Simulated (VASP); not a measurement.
SnTe, 2 atoms in the cell. The typed cell holds 2 atoms: a = 5.073 Å, b = 5.073 Å, c = 5.073 Å, α = 60.00°, β = 60.00°, γ = 60.00°.  This cell differs from its parent crystal: volume scaled by 0.98.

```yaml
Program: VASP 6.6.1
Task: single point
Functional: PBE
Dispersion: D3(BJ)
Potentials_or_basis: VASP PAW PBE potentials, release 64 (Te, Sn_d)
Cutoff: 520 eV
k_mesh: 5 × 5 × 5
Occupations: tetrahedron
Spin: non-collinear spin, zero start, spin-orbit coupling
Starting_moments: "[[0.0, 0.0, 0.0], [0.0, 0.0, 0.0]] μB"
Dipole_correction: no
Further_INCAR_settings: ALGO = Normal; EDIFF = 1e-06; NBANDS = 32
```

Potentials or basis: VASP PAW PBE potentials, release 64 (Te, Sn_d).

Run with:

```bash
$ cat potpaw_PBE.64/Te/POTCAR potpaw_PBE.64/Sn_d/POTCAR > POTCAR
$ mpirun -np 1 vasp_ncl > vasp.out
```

Hardware: 1 thread of Intel(R) Xeon(R) Platinum 8488C (Sapphire Rapids) (shared host).

How long does it take, and how much memory?

It took 13 min on 1 thread of Intel(R) Xeon(R) Platinum 8488C (Sapphire Rapids) (shared host), peak memory 0.84 GiB. Counts: scf iterations 15, k points 125.
